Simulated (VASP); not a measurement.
# Si3N2 in VASP: single point with PBE

Aim: the single point of Si3N2 with PBE.

Everything below comes from runs of VASP 6.6.1. Logs are shortened: lines on timing, memory, paths and dates and some standing lists are left out, and cuts for length are marked.

## (1) The cell of the first run

The typed cell holds 10 atoms: a = 2.998 Å, b = 6.369 Å, c = 7.682 Å, α = 108.48°, β = 89.99°, γ = 76.55°.

## (2) Single point, PBE

File INCAR:

```
PREC     = Accurate       # precision mode
ENCUT    = 520            # plane-wave cutoff, eV
EDIFF    = 1E-6           # SCF threshold, eV
ISMEAR   = 0              # smearing method
SIGMA    = 0.2            # smearing width, eV
LREAL    = F              # projectors in reciprocal space
LASPH    = T              # aspherical terms in the spheres
NELM     = 60             # most SCF steps
ALGO     = Normal         # electronic algorithm
ISIF     = 2              # what is computed and relaxed
LWAVE    = F              # write WAVECAR
LCHARG   = T              # write CHGCAR
GGA      = PE             # functional
LELF     = T              # ELF
LVHAR    = T            
NBANDS   = 33             # bands
```

File KPOINTS:

```
Automatic mesh
0
Gamma
  6 4 4
```

File POSCAR:

```
Si3N2
1.0
    0.0339506064      2.9673565240      0.4250004751
   -0.9741989041      0.6109777707      6.2642533470
    7.5688071323      0.1017329572     -1.3091166682
Si N
6 4
Direct
    0.3053487389     -0.0113688354      0.2396888560
    0.2946523915      0.0113661590      0.5603079363
    0.4852994253      0.6304271251      0.5555949184
    0.4995458296      0.6016438566      0.0545778428
    0.1146968681      0.3695809723      0.2444308292
    0.1004573165      0.3983490630      0.7454242623
    0.5332830209      0.5341564164      0.2814618517
    0.5137273473      0.5736561806      0.7975801779
    0.0667173181      0.4658432966      0.5185276115
    0.0862717437      0.4263457658      0.0024057140
```

Potentials or basis: VASP PAW PBE potentials, release 64 (Si, N).

The run is started by

```bash
$ cat potpaw_PBE.64/Si/POTCAR potpaw_PBE.64/N/POTCAR > POTCAR
$ mpirun -np 1 vasp_std > vasp.out
```

OUTCAR:

```text
PREC = Accurate
   ENCUT = 520
   EDIFF = 1E-6
   ISMEAR = 0
   LREAL = F
   LASPH = T
   NELM = 60
   ISIF = 2
   GGA = PE

 ion  position               nearest neighbor table
   1  0.305  0.989  0.240-   5 2.35   4 2.35   2 2.42
   2  0.295  0.011  0.560-   3 2.35   6 2.35   1 2.42
   3  0.485  0.630  0.556-   9 1.78   9 1.78   7 1.99   8 2.00   2 2.35   6 2.79   6 2.79   5 2.84
                             5 2.84
   4  0.500  0.602  0.055-  10 1.82  10 1.82   7 1.92   8 1.92   1 2.35   6 2.74   6 2.74   5 2.79
                             5 2.79
   5  0.115  0.370  0.244-   7 1.78   7 1.78   9 1.99  10 2.00   1 2.35   4 2.79   4 2.79   3 2.84
                             3 2.84
   6  0.100  0.398  0.745-   8 1.82   8 1.82   9 1.92  10 1.92   2 2.35   4 2.74   4 2.74   3 2.79
                             3 2.79
   7  0.533  0.534  0.281-   5 1.78   5 1.78   4 1.92   3 1.99
   8  0.514  0.574  0.798-   6 1.82   6 1.82   4 1.92   3 2.00
   9  0.067  0.466  0.519-   3 1.78   3 1.78   6 1.92   5 1.99
  10  0.086  0.426  0.002-   4 1.82   4 1.82   6 1.92   5 2.00

  LATTYP: Found a triclinic cell.
 ALAT       =     6.3769710966
 B/A-ratio  =     1.2046252319
 C/A-ratio  =     0.4701024411
 COS(alpha) =     0.0001071844
 COS(beta)  =     0.2377329342
 COS(gamma) =     0.3167059328

  Lattice vectors:

 A1 = (  -1.0081495105,  -2.3563787533,   5.8392528719)
 A2 = (  -7.5688071323,  -0.1017329572,   1.3091166682)
 A3 = (  -0.0339506064,  -2.9673565240,  -0.4250004751)

Analysis of symmetry for initial positions (statically):
=====================================================================
 Subroutine PRICEL returns:
 Original cell was already a primitive cell.

 Routine SETGRP: Setting up the symmetry group for a
 triclinic supercell.

 Subroutine GETGRP returns: Found  1 space group operations
 (whereof  1 operations were pure point group operations)
 out of a pool of  2 trial point group operations.

The static configuration has the point symmetry C_1 .

Analysis of symmetry for dynamics (positions and initial velocities):
=====================================================================
 Subroutine PRICEL returns:
 Original cell was already a primitive cell.

 Routine SETGRP: Setting up the symmetry group for a
 triclinic supercell.

 Subroutine GETGRP returns: Found  1 space group operations
 (whereof  1 operations were pure point group operations)
 out of a pool of  2 trial point group operations.

The dynamic configuration has the point symmetry C_1 .

 Subroutine INISYM returns: Found  1 space group operations
 (whereof  1 operations are pure point group operations),
 and found     1 'primitive' translations

----------------------------------------------------------------------------------------

                                     Primitive cell

  volume of cell :     134.8504

  direct lattice vectors                    reciprocal lattice vectors
     0.033950606  2.967356524  0.425000475    -0.010657160  0.342139052 -0.035027566
    -0.974198904  0.610977771  6.264253347     0.029127483 -0.024183778  0.166524509
     7.568807132  0.101732957 -1.309116668     0.135918086 -0.004647448  0.021590879

  length of vectors
     2.997829680  6.368926702  7.681860286     0.344092483  0.170773761  0.137700730

  position of ions in fractional coordinates (direct lattice)
     0.305348739  0.988631165  0.239688856
     0.294652392  0.011366159  0.560307936
     0.485299425  0.630427125  0.555594918
     0.499545830  0.601643857  0.054577843
     0.114696868  0.369580972  0.244430829
     0.100457316  0.398349063  0.745424262
     0.533283021  0.534156416  0.281461852
     0.513727347  0.573656181  0.797580178
     0.066717318  0.465843297  0.518527611
     0.086271744  0.426345766  0.002405714

  ion indices of the primitive-cell ions
   primitive index   ion index
                 1           1
                 2           2
                 3           3
                 4           4
                 5           5
                 6           6
                 7           7
                 8           8
                 9           9
                10          10

----------------------------------------------------------------------------------------

 KPOINTS: Automatic mesh

Automatic generation of k-mesh.
 Grid dimensions read from file:
 generate k-points for:    6    4    4

 Generating k-lattice:

  Cartesian coordinates                     Fractional coordinates (reciprocal lattice)
    -0.001776193  0.057023175 -0.005837928     0.166666667  0.000000000  0.000000000
     0.007281871 -0.006045944  0.041631127     0.000000000  0.250000000  0.000000000
     0.033979521 -0.001161862  0.005397720    -0.000000000  0.000000000  0.250000000

  Length of vectors
     0.057348747  0.042693440  0.034425182

  Shift w.r.t. Gamma in fractional coordinates (k-lattice)
     0.000000000  0.000000000  0.000000000

 Subroutine IBZKPT returns following result:
 ===========================================

 Found     52 irreducible k-points:

 Following reciprocal coordinates:
            Coordinates               Weight
  0.000000  0.000000  0.000000      1.000000
  0.166667  0.000000 -0.000000      2.000000
  0.333333  0.000000 -0.000000      2.000000
  0.500000  0.000000 -0.000000      1.000000
  0.000000  0.250000  0.000000      2.000000
  0.166667  0.250000  0.000000      2.000000
[... 16 lines left out ...]
  0.333333  0.250000  0.250000      2.000000
  0.500000  0.250000  0.250000      2.000000
 [... further k-points ...]
   k-points           NKPTS =     52   k-points in BZ     NKDIM =     52   number of bands    NBANDS=     33
   number of dos      NEDOS =    301   number of ions     NIONS =     10
   total plane-waves  NPLWV =  69120
   dimension x,y,z NGX =    24 NGY =   48 NGZ =   60
   dimension x,y,z NGXF=    48 NGYF=   96 NGZF=  120
   ions per type =               6   4
   NGX,Y,Z   is equivalent  to a cutoff of  13.31, 12.53, 12.98 a.u.
   NGXF,Y,Z  is equivalent  to a cutoff of  26.62, 25.06, 25.97 a.u.
 SYSTEM =  unknown system
   PREC   = accura    normal or accurate (medium, high low for compatibility)
   ISTART =      0    job   : 0-new  1-cont  2-samecut
   ICHARG =      2    charge: 1-file 2-atom 10-const
   ISPIN  =      1    spin polarized calculation?
   LNONCOLLINEAR =      F non collinear calculations
   LSORBIT =      F    spin-orbit coupling
   LASPH  =      T    aspherical Exc in radial PAW
   ENCUT  =  520.0 eV  38.22 Ry    6.18 a.u.   5.57 11.84 14.28*2*pi/ulx,y,z
   NELM   =     60;   NELMIN=  2; NELMDL= -5     # of ELM steps
   EDIFF  = 0.1E-05   stopping-criterion for ELM
   LREAL  =      F    real-space projection
   EDIFFG = 0.1E-04   stopping-criterion for IOM
   NSW    =      0    number of steps for IOM
   IBRION =     -1    ionic relax: 0-MD 1-quasi-New 2-CG
   NFREE  =      0    steps in history (QN), initial steepest desc. (CG)
   ISIF   =      2    stress and relaxation
   ISYM   =      2    0-nonsym 1-usesym 2-fastsym
   POTIM  = 0.5000    time-step for ionic-motion
   TEBEG  =    0.0;   TEEND  =   0.0 temperature during run
   PSTRESS=    0.0 pullay stress
   NELECT =      44.0000    total number of electrons
   NUPDOWN=      -1.0000    fix difference up-down
   EMIN   =  10.00;   EMAX   =-10.00  energy-range for DOS
   EFERMI =   0.00;   METHOD = LEGACY
   ISMEAR =     0;   SIGMA  =   0.20  broadening in eV -4-tet -1-fermi 0-gaus
   EFERMI_NEDOS =   21; number of points for ismear=-14 and -15
   IALGO  =     38    algorithm
   IMIX   =      4    mixing-type and parameters
     AMIX     =   0.40;   BMIX     =  1.00
     AMIX_MAG =   1.60;   BMIX_MAG =  1.00
  volume/ion in A,a.u.               =      13.49        91.00
  Fermi-wavevector in a.u.,A,eV,Ry     =   1.127046  2.129808 17.282566  1.270233
  Thomas-Fermi vector in A             =   2.263730
   LORBIT       =      0    0 simple, 1 ext, 2 COOP (PROOUT), +10 PAW based schemes
   GGA     = PE    functional components
   LHFCALC =     F    Hartree Fock is set to
   AEXX    =    0.0000 exact exchange contribution
   IVDW    =     0    specifies the selected vdW correction
   LEPSILON=     F    determine dielectric tensor
   LRPA    =     F    only Hartree local field effects (RPA)
 non-spin polarized calculation
 Gauss-broadening in eV      SIGMA  =   0.20
  energy-cutoff  :      520.00
  volume of cell :      134.85
 maximum number of plane-waves:      3660
 NGX is ok and might be reduce to    24
   NGX = 11   NGY = 23   NGZ = 29

 number of electron      44.0000001 magnetization

 Free energy of the ion-electron system (eV)
  ---------------------------------------------------
  ext. energy  EPLUGINS =         0.00000000
  ---------------------------------------------------
  free energy    TOTEN  =       -69.21099774 eV

  energy without entropy =      -69.21099671  energy(sigma->0) =      -69.21099722

 E-fermi :   7.3176     XC(G=0): -10.0236

 val. band max:        6.7089486693   @ k =   0.3333   0.2500   0.2500
 cond. band min:       7.9306001914   @ k =   0.1667   0.0000  -0.0000
 fundamental gap:      1.2216515221
 Fermi energy:         7.3176066547

 k-point     1 :       0.0000    0.0000    0.0000
  band No.  band energies     occupation
      1     -12.5657      2.00000
      2     -10.6776      2.00000
      3     -10.6734      2.00000
      4      -7.3475      2.00000
      5      -3.1122      2.00000
      6      -2.4908      2.00000
[... 25 lines left out ...]
     32      13.0120      0.00000
     33      14.0214      0.00000

 k-point     2 :       0.1667    0.0000   -0.0000
  band No.  band energies     occupation
      1     -12.2261      2.00000
      2     -10.4054      2.00000
      3     -10.3991      2.00000
      4      -7.5216      2.00000
      5      -2.9355      2.00000
      6      -2.1513      2.00000
[... 784 lines left out ...]
 k-point    24 :       0.5000    0.2500    0.2500
  band No.  band energies     occupation
      1      -9.7607      2.00000
      2      -9.7508      2.00000
      3      -9.3377      2.00000
      4      -9.3359      2.00000
      5      -3.7530      2.00000
      6      -3.6928      2.00000
[... 25 lines left out ...]
     32      13.0903      0.00000
     33      13.6062      0.00000

 [... further k-points ...]

------------------------ aborting loop because EDIFF is reached ----------------------------------------

  FORCE on cell =-STRESS in cart. coord.  units (eV):
  Direction    XX          YY          ZZ          XY          YZ          ZX
  --------------------------------------------------------------------------------------
  -------------------------------------------------------------------------------------
  Total        0.0480213     -0.0365585     -0.0087421      0.0080691      0.0838172     -0.0887108
  in kB        0.5705485     -0.4343568     -0.1038660      0.0958702      0.9958445     -1.0539866
  external PRESSURE =       0.0107752 kB  Pullay stress =       0.0000000 kB

 VOLUME and BASIS-vectors are now :
 -----------------------------------------------------------------------------
  energy-cutoff  :      520.00
  volume of cell :      134.85
      direct lattice vectors                 reciprocal lattice vectors
     0.033950606  2.967356524  0.425000475    -0.010657160  0.342139052 -0.035027566
    -0.974198904  0.610977771  6.264253347     0.029127483 -0.024183778  0.166524509
     7.568807132  0.101732957 -1.309116668     0.135918086 -0.004647448  0.021590879

 POSITION                                       TOTAL-FORCE (eV/Angst)
 -----------------------------------------------------------------------------------
      0.86140      1.53449      6.00903         0.001271     -0.000412      0.002794
      4.23979      0.93828     -0.53708        -0.001316      0.000390     -0.002870
      3.60751      1.88176      3.42807         0.005778     -0.000314      0.016322
     -0.15607      1.85547      3.90971         0.003600     -0.001764      0.019003
      1.49390      0.59102      2.04391        -0.006387      0.000300     -0.016362
      5.25731      0.61731      1.56221        -0.003818      0.001715     -0.018783
      1.62806      1.93743      3.20427         0.004755      0.003838     -0.009004
      5.49532      1.95604      2.76774        -0.004625      0.001849     -0.003837
      3.47308      0.53535      2.26770        -0.004230     -0.003762      0.009115
     -0.39421      0.51673      2.70425         0.004973     -0.001841      0.003623
 -----------------------------------------------------------------------------------
    total drift:                                0.000008      0.000155      0.000061

  FREE ENERGIE OF THE ION-ELECTRON SYSTEM (eV)
  ---------------------------------------------------
  free  energy   TOTEN  =       -69.2109977394 eV

  energy  without entropy=      -69.2109967105  energy(sigma->0) =      -69.21099722
```

It took 1.8 min on 1 thread of Intel Xeon Platinum 8559C (Emerald Rapids), shared host; peak memory 0.34 GiB.

What came out:

* Free energy: -69.2110 eV
* Pressure: 0.0 GPa
* Largest force: 0.019 eV/Å
* Band gap on the k mesh: zero (bands 22 and 23 overlap by 3.39 eV)

Forces in eV/Å, atoms in the order of the input:
```
Si   0.001  0.000  0.003
Si  -0.001  0.000 -0.003
Si   0.006  0.000  0.016
Si   0.004 -0.002  0.019
Si  -0.006  0.000 -0.016
Si  -0.004  0.002 -0.019
N    0.005  0.004 -0.009
N   -0.005  0.002 -0.004
N   -0.004 -0.004  0.009
N    0.005 -0.002  0.004
```

Levels at points of the mesh, in eV from the Fermi level:
```tsv
k point	band 19	band 20	band 21	band 22	band 23	band 24	band 25	band 26
(0.00, 0.00, 0.00)	-2.86	-2.63	-1.77	1.19	1.66	1.78	2.52	3.54
(0.50, 0.00, 0.00)	-2.54	-2.23	-1.87	-1.72	-1.56	1.78	2.16	2.61
(0.00, 0.50, 0.00)	-2.90	-2.86	-2.30	1.26	1.51	2.64	3.62	3.63
(0.50, 0.50, 0.00)	-2.54	-2.22	-1.89	-1.74	-1.55	1.76	2.16	2.61
(0.00, 0.00, 0.50)	-2.72	-2.36	-2.05	0.98	1.82	2.01	2.51	2.63
(0.50, 0.00, 0.50)	-3.72	-2.87	-2.39	-2.13	-1.82	1.77	2.29	2.78
(0.00, 0.50, 0.50)	-3.42	-2.51	-2.12	1.56	1.88	2.32	3.29	3.35
(0.50, 0.50, 0.50)	-3.70	-2.86	-2.41	-2.13	-1.83	1.75	2.28	2.78
```

Caveat: the k points lie up to 0.36 Å⁻¹ apart, too coarse for converged energies and pressures of a metal.
